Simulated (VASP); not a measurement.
# Mo (P6/mmm) in VASP: further runs

The runs below take Mo through relaxation of cell and atoms, single point, with PBE.

All numbers are computed with VASP 6.6.1; they aren't measurements. Logs are shortened: lines on timing, memory, paths and dates and some standing lists are left out, and cuts for length are marked.

### Step 1. The cell of the first run

It takes space group P6/mmm (No. 191, hexagonal). Conventional cell: a = 2.834 Å, b = 2.834 Å, c = 2.440 Å, α = 90.00°, β = 90.00°, γ = 120.00°. Mo (site symmetry 6/mmm) has 8 Mo at 2.44 to 2.83 Å within 3.2 Å.

### Step 2. Relaxation of cell and atoms, PBE

File INCAR:

```
SYSTEM = Mo
PREC = Accurate ; ENCUT = 500
EDIFF = 1E-7 ; ISMEAR = 0
SIGMA = 0.1 ; LREAL = .False.
LASPH = .True. ; NELM = 120
ALGO = Normal ; ISIF = 3
LWAVE = .False. ; LCHARG = .False.
GGA = PE ; IBRION = 2
NSW = 90 ; EDIFFG = -0.04
GGA_COMPAT = .False. ; NELMIN = 4
```

File KPOINTS:

```
Automatic mesh
0
Gamma
  6 6 8
  0 0 0
```

File POSCAR:

```
Mo
1.0
    2.8340249596      0.0000000000      0.0000000000
   -1.4170124798      2.4543376100      0.0000000000
    0.0000000000      0.0000000000      2.4396587799
Mo
1
Direct
    0.0000000000      0.0000000000      0.0000000000
```

Potentials or basis: VASP PAW PBE potentials, release 64 (Mo_sv).

Command:

```
> cat potpaw_PBE.64/Mo_sv/POTCAR > POTCAR
> mpirun -np 1 vasp_std > vasp.out
```

OUTCAR:

```text
SYSTEM = Mo
   PREC = Accurate
   ENCUT = 500
   EDIFF = 1E-7
   ISMEAR = 0
   LREAL = .False.
   LASPH = .True.
   NELM = 120
   ISIF = 3
   GGA = PE
   IBRION = 2
   NSW = 90
   EDIFFG = -0.04
   NELMIN = 4

 ion  position               nearest neighbor table
   1  0.000  0.000  0.000-

  LATTYP: Found a hexagonal cell.
 ALAT       =     2.8340249596
 C/A-ratio  =     0.8608459046

  Lattice vectors:

 A1 = (   2.8340249596,   0.0000000000,   0.0000000000)
 A2 = (  -1.4170124798,   2.4543376100,   0.0000000000)
 A3 = (   0.0000000000,   0.0000000000,   2.4396587799)

Analysis of symmetry for initial positions (statically):
=====================================================================
 Subroutine PRICEL returns:
 Original cell was already a primitive cell.

 Routine SETGRP: Setting up the symmetry group for a
 hexagonal supercell.

 Subroutine GETGRP returns: Found 24 space group operations
 (whereof 24 operations were pure point group operations)
 out of a pool of 24 trial point group operations.

The static configuration has the point symmetry D_6h.

Analysis of symmetry for dynamics (positions and initial velocities):
=====================================================================
 Subroutine PRICEL returns:
 Original cell was already a primitive cell.

 Routine SETGRP: Setting up the symmetry group for a
 hexagonal supercell.

 Subroutine GETGRP returns: Found 24 space group operations
 (whereof 24 operations were pure point group operations)
 out of a pool of 24 trial point group operations.

The dynamic configuration has the point symmetry D_6h.

 Subroutine INISYM returns: Found 24 space group operations
 (whereof 24 operations are pure point group operations),
 and found     1 'primitive' translations

----------------------------------------------------------------------------------------

                                     Primitive cell

  volume of cell :      16.9694

  direct lattice vectors                    reciprocal lattice vectors
     2.834024960  0.000000000  0.000000000     0.352855043  0.203720954  0.000000000
    -1.417012480  2.454337610  0.000000000     0.000000000  0.407441909  0.000000000
     0.000000000  0.000000000  2.439658780     0.000000000  0.000000000  0.409893387

  length of vectors
     2.834024960  2.834024960  2.439658780     0.407441909  0.407441909  0.409893387

  position of ions in fractional coordinates (direct lattice)
     0.000000000  0.000000000  0.000000000

[... 95 lines left out ...]
     AMIX_MAG =   1.60;   BMIX_MAG =  1.00
  volume/ion in A,a.u.               =      16.97       114.52
  Fermi-wavevector in a.u.,A,eV,Ry     =   1.535425  2.901532 32.076124  2.357529
  Thomas-Fermi vector in A             =   2.642215
   LORBIT       =      0    0 simple, 1 ext, 2 COOP (PROOUT), +10 PAW based schemes
   GGA     = PE    functional components
   LHFCALC =     F    Hartree Fock is set to
   AEXX    =    0.0000 exact exchange contribution
   IVDW    =     0    specifies the selected vdW correction
   LEPSILON=     F    determine dielectric tensor
   LRPA    =     F    only Hartree local field effects (RPA)
 conjugate gradient relaxation of ions
 non-spin polarized calculation
 Gauss-broadening in eV      SIGMA  =   0.10
  energy-cutoff  :      500.00
  volume of cell :       16.97
 maximum number of plane-waves:       446
 NGX is ok and might be reduce to    24
   NGX = 11   NGY = 11   NGZ =  9

--------------------------------------- Ionic step        1  -------------------------------------------

 number of electron      14.0000001 magnetization

 Free energy of the ion-electron system (eV)
  ---------------------------------------------------
  ext. energy  EPLUGINS =         0.00000000
  ---------------------------------------------------
  free energy    TOTEN  =       -10.01077273 eV

  energy without entropy =       -9.99944382  energy(sigma->0) =      -10.00510827

------------------------ aborting loop because EDIFF is reached ----------------------------------------

  FORCE on cell =-STRESS in cart. coord.  units (eV):
  Direction    XX          YY          ZZ          XY          YZ          ZX
  --------------------------------------------------------------------------------------
  -------------------------------------------------------------------------------------
  Total       -0.6385468     -0.6385468      1.0069718      0.0000000      0.0000000      0.0000000
  in kB      -60.2887443    -60.2887443     95.0737958      0.0000000      0.0000000      0.0000000
  external PRESSURE =      -8.5012310 kB  Pullay stress =       0.0000000 kB
[... 162 lines left out ...]
--------------------------------------- Ionic step        6  -------------------------------------------

 number of electron      14.0000002 magnetization

 Free energy of the ion-electron system (eV)
  ---------------------------------------------------
  ext. energy  EPLUGINS =         0.00000000
  ---------------------------------------------------
  free energy    TOTEN  =       -10.04126864 eV

  energy without entropy =      -10.03302821  energy(sigma->0) =      -10.03714842

 E-fermi :  11.2620     XC(G=0): -12.8656

 val. band max:       11.2241273227   @ k =   0.1667   0.1667   0.3750
 cond. band min:      11.3183349989   @ k =   0.1667   0.0000   0.0000
 fundamental gap:      0.0942076762
 Fermi energy:        11.2620113373

 k-point     1 :       0.0000    0.0000    0.0000
  band No.  band energies     occupation
      1     -49.7759      2.00000
      2     -23.1196      2.00000
      3     -23.1196      2.00000
      4     -23.0015      2.00000
      5       4.5572      2.00000
      6       7.0285      2.00000
      7      10.3782      2.00000
      8      10.3782      2.00000
      9      15.2857      0.00000
     10      15.2857      0.00000
     11      24.1981      0.00000
[... 309 lines left out ...]
 k-point    24 :       0.3333    0.0000    0.3750
  band No.  band energies     occupation
      1     -49.4311      2.00000
      2     -24.2852      2.00000
      3     -23.8864      2.00000
      4     -23.1951      2.00000
      5       7.1030      2.00000
      6       8.2937      2.00000
      7      11.4415      0.01113
      8      12.8801      0.00000
      9      14.2472      0.00000
     10      15.3046      0.00000
     11      21.5949      0.00000

 [... further k-points ...]

------------------------ aborting loop because EDIFF is reached ----------------------------------------

  FORCE on cell =-STRESS in cart. coord.  units (eV):
  Direction    XX          YY          ZZ          XY          YZ          ZX
  --------------------------------------------------------------------------------------
  -------------------------------------------------------------------------------------
  Total        0.0099608      0.0099608     -0.0109668     -0.0000000     -0.0000000      0.0000000
  in kB        0.9446774      0.9446774     -1.0400856     -0.0000000     -0.0000000      0.0000000
  external PRESSURE =       0.2830897 kB  Pullay stress =       0.0000000 kB
[... 16 lines left out ...]
  FREE ENERGIE OF THE ION-ELECTRON SYSTEM (eV)
  ---------------------------------------------------
  free  energy   TOTEN  =       -10.0412686362 eV

  energy  without entropy=      -10.0330282093  energy(sigma->0) =      -10.03714842

 reached required accuracy - stopping structural energy minimisation
```

It took 21 s on 1 thread of Intel Xeon 6975P-C (Granite Rapids), shared host; peak memory 0.13 GiB.

Results:

| Property | Result |
| --- | --- |
| Free energy | -10.0413 eV |
| Relaxed volume | 16.89 Å³/atom |
| Relaxed cell | a = 2.762 Å, b = 2.762 Å, c = 2.557 Å, α = 90.00°, β = 90.00°, γ = 120.00° |
| Space group after relaxing (to 0.05 Å) | P6/mmm (No. 191) |
| Energy gained by relaxing | 30.5 meV/atom |
| Ionic steps | 6 |
| Pressure after relaxing | 0.0 GPa |
| Band gap on the k mesh | zero (band 7 reaches 12.23 eV, above the bottom of band 8 at 10.38 eV) |

Stress tensor (GPa, compression positive):
```
 0.09  0.00  0.00
 0.00  0.09  0.00
 0.00  0.00 -0.10
```

The path:
```
step  energy change (eV)  largest force (eV/Å)  pressure (GPa)  volume (Å³)
   1              0.0000                0.0000           -0.85        16.97
   2             -0.0287                0.0000            2.39        16.71
   3             -0.0288                0.0000            1.37        16.78
   4             -0.0296                0.0000            1.85        16.74
   5             -0.0271                0.0000           -3.39        17.19
   6             -0.0305                0.0000            0.03        16.89
```

Final structure:
```
Mo
1.0
     2.76194    0.00000    0.00000
    -1.38097    2.39191    0.00000
     0.00000    0.00000    2.55719
Mo
1
Direct
  0.00000 0.00000 0.00000
```

Caveat: the k points lie up to 0.44 Å⁻¹ apart in the final cell.

### Step 3. Single point, PBE

This run uses another cell than the first one, of 16.80 Å³/atom, 0.990 times its volume.

File INCAR:

```
PREC = Accurate
ENCUT = 500
EDIFF = 1E-6
ISMEAR = 0
SIGMA = 0.1
LREAL = F
LASPH = T
NELM = 120
ALGO = Normal
ISIF = 2
LWAVE = F
LCHARG = F
GGA = PE
NBANDS = 13
GGA_COMPAT = F
```

File KPOINTS:

```
Automatic mesh
0
Gamma
  24 24 22
```

File POSCAR:

```
Mo
1.0
    2.7737859481      0.0000000000      0.0000000000
   -1.3868929741      2.4021690958      0.0000000000
    0.0000000000      0.0000000000      2.5220073270
Mo
1
Direct
    0.0000000000      0.0000000000      0.0000000000
```

Potentials or basis: VASP PAW PBE potentials, release 64 (Mo_sv).

Command:

```
> cat potpaw_PBE.64/Mo_sv/POTCAR > POTCAR
> mpirun -np 1 vasp_std > vasp.out
```

Wall time 63 s (1 thread of Intel Xeon 6975P-C (Granite Rapids), shared host); peak memory 0.24 GiB.

Results (log left out):

```
Free energy            : -10.0641 eV
Pressure               : 0.5 GPa
Band gap on the k mesh : zero (band 7 reaches 12.23 eV, above the bottom of band 8 at 10.42 eV)
```

Stress tensor (GPa, compression positive):
```
0.44 0.00 0.00
0.00 0.44 0.00
0.00 0.00 0.68
```

Levels at points of the mesh, in eV from the Fermi level:
| k point | band 4 | band 5 | band 6 | band 7 | band 8 | band 9 | band 10 | band 11 |
| --- | --- | --- | --- | --- | --- | --- | --- | --- |
| (0.00, 0.00, 0.00) | -34.12 | -6.67 | -4.25 | -0.87 | -0.87 | 4.18 | 4.18 | 12.84 |
| (0.50, 0.00, 0.00) | -33.99 | -4.75 | -3.21 | 0.94 | 1.38 | 3.58 | 4.16 | 9.73 |
| (0.00, 0.00, 0.50) | -34.17 | -3.45 | 0.03 | 0.03 | 0.28 | 0.56 | 0.56 | 10.52 |
| (0.50, 0.00, 0.50) | -34.44 | -5.21 | -3.09 | -0.62 | 4.56 | 6.08 | 6.53 | 7.18 |

### Step 4. Relaxation of cell and atoms, PBE

This run uses another cell than the first one, of 16.86 Å³/atom, 0.993 times its volume.

File INCAR:

```
SYSTEM = Mo
PREC = Accurate ; ENCUT = 500
EDIFF = 1E-7 ; ISMEAR = 0
SIGMA = 0.1 ; LREAL = .FALSE.
LASPH = .TRUE. ; NELM = 120
ALGO = Normal ; ISIF = 3
LWAVE = .FALSE. ; LCHARG = .FALSE.
GGA = PE ; IBRION = 2
NSW = 100 ; EDIFFG = -0.01
GGA_COMPAT = .FALSE. ; NELMIN = 4
```

File KPOINTS:

```
regular mesh
0
G
  24 24 22
  0 0 0
```

File POSCAR:

```
Mo
1.0
    2.7609135044      0.0000000000      0.0000000000
   -1.3804567522      2.3910212324      0.0000000000
    0.0000000000      0.0000000000      2.5534321546
Mo
1
Direct
    0.0000000000      0.0000000000      0.0000000000
```

Command:

```
> cat potpaw_PBE.64/Mo_sv/POTCAR > POTCAR
> mpirun -np 1 vasp_std > vasp.out
```

Run time: 3.6 min. Hardware: 1 thread of Intel Xeon 6975P-C (Granite Rapids), shared host; peak memory 0.25 GiB.

Results (log left out):

| Item | Value |
| --- | --- |
| Free energy | -10.0642 eV |
| Relaxed volume | 16.84 Å³/atom |
| Relaxed cell | a = 2.776 Å, b = 2.776 Å, c = 2.525 Å, α = 90.00°, β = 90.00°, γ = 120.00° |
| Space group after relaxing (to 0.05 Å) | P6/mmm (No. 191) |
| Energy gained by relaxing | 3.1 meV/atom |
| Ionic steps | 6 |
| Pressure after relaxing | 0.0 GPa |
| Band gap on the k mesh | zero (band 7 reaches 12.19 eV, above the bottom of band 8 at 10.39 eV) |

Step by step:
| step | energy change (eV) | largest force (eV/Å) | pressure (GPa) | volume (Å³) |
| --- | --- | --- | --- | --- |
| 1 | 0.0000 | 0.0000 | -0.16 | 16.86 |
| 2 | -0.0016 | 0.0000 | 0.58 | 16.81 |
| 3 | -0.0031 | 0.0000 | 0.19 | 16.83 |
| 4 | -0.0031 | 0.0000 | 0.20 | 16.83 |
| 5 | -0.0030 | 0.0000 | -0.38 | 16.88 |
| 6 | -0.0031 | 0.0000 | 0.01 | 16.84 |

Final structure:
```cif
data_structure
_symmetry_space_group_name_H-M 'P 1'
_symmetry_Int_Tables_number 1
_cell_length_a 2.7756
_cell_length_b 2.7756
_cell_length_c 2.5248
_cell_angle_alpha 90.000
_cell_angle_beta 90.000
_cell_angle_gamma 120.000
_cell_volume 16.84
loop_
_atom_site_label
_atom_site_type_symbol
_atom_site_fract_x
_atom_site_fract_y
_atom_site_fract_z
_atom_site_occupancy
Mo1 Mo 0.00000 0.00000 0.00000 1
```

Levels at points of the mesh, in eV from the Fermi level:
```
           k point  band 3  band 4  band 5  band 6  band 7  band 8  band 9  band 10  band 11
(0.00, 0.00, 0.00)  -34.36  -34.13   -6.67   -4.24   -0.87   -0.87    4.16     4.16    12.84
(0.50, 0.00, 0.00)  -34.64  -34.00   -4.74   -3.20    0.93    1.37    3.56     4.15     9.71
(0.00, 0.00, 0.50)  -34.18  -34.18   -3.45    0.03    0.03    0.27    0.56     0.56    10.47
(0.50, 0.00, 0.50)  -35.30  -34.44   -5.19   -3.08   -0.62    4.55    6.05     6.52     7.16
```

### Step 5. Overview

```csv
task,cell,k mesh,gap on the mesh (eV),pressure (GPa),relaxed volume (Å³/atom)
relaxation of cell and atoms,"relaxed from a = 2.834, b = 2.834, c = 2.440 Å, angles 90.0, 90.0, 120.0°, 1 atom",6 × 6 × 8,none,0.0,16.89
single point,"a = 2.774, b = 2.774, c = 2.522 Å, angles 90.0, 90.0, 120.0°, 1 atom",24 × 24 × 22,none,0.5,-
relaxation of cell and atoms,"relaxed from a = 2.761, b = 2.761, c = 2.553 Å, angles 90.0, 90.0, 120.0°, 1 atom",24 × 24 × 22,none,0.0,16.84
```

Alike in all rows: level PBE; potentials or basis VASP PAW PBE potentials, release 64 (Mo_sv); no spin polarisation; cutoff (eV) 500; smearing gaussian 0.1 eV.

Caveats: some runs use coarse meshes.

Absolute energies hang on the potentials; compare differences alone.
